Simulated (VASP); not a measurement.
Wanted: the native input for a VASP 6.6.1 run.

| Quantity | Value |
| --- | --- |
| Task | single point |
| Functional | PBE |
| Potentials or basis | VASP PAW PBE potentials, release 64 (Ni) |
| Cutoff | 520 eV |
| k mesh | 20 × 20 × 20 |
| Occupations | gaussian, width 0.05 eV |
| Spin | collinear spin, ferromagnetic start |
| Starting moments | [0.67] μB |
| Dipole correction | no |
| Further INCAR settings | ALGO = Normal; EDIFF = 1e-07; NBANDS = 15 |

The structure of Ni lies in POSCAR:

```
Ni
1.0
   -1.4017825344      1.4017825344      1.4017825344
    1.4017825344     -1.4017825344      1.4017825344
    1.4017825344      1.4017825344     -1.4017825344
Ni
1
Direct
    0.0000000000      0.0000000000      0.0000000000
```

One way to write it, as run:

INCAR

```
SYSTEM = Ni
ALGO = Normal
EDIFF = 1E-7
ENCUT = 520
GGA = PE
ISIF = 2
ISMEAR = 0
ISPIN = 2
LASPH = .TRUE.
LCHARG = .TRUE.
LELF = .TRUE.
LMAXMIX = 4
LORBIT = 11
LREAL = .FALSE.
LVHAR = .TRUE.
LWAVE = .FALSE.
MAGMOM = 0.67
NBANDS = 15
NELM = 150
PREC = Accurate
SIGMA = 0.05
```

KPOINTS

```
k-points
0
G
  20 20 20
  0 0 0
```

Potentials or basis: VASP PAW PBE potentials, release 64 (Ni).

The run is started by

```console
$ cat potpaw_PBE.64/Ni/POTCAR > POTCAR
$ mpirun -np 1 vasp_std > vasp.out
```

Results of the run:

```json
{
  "Pressure": "-0.6 GPa",
  "Net moment": "0.58 μB per cell",
  "Site moments": "Ni +0.59 μB",
  "Valence electrons inside the program's atomic spheres": "Ni 9.29"
}
```

Run time: 38 s on 1 thread of Intel(R) Xeon(R) 6975P-C (Granite Rapids), on a shared host, peak memory 0.17 GiB.
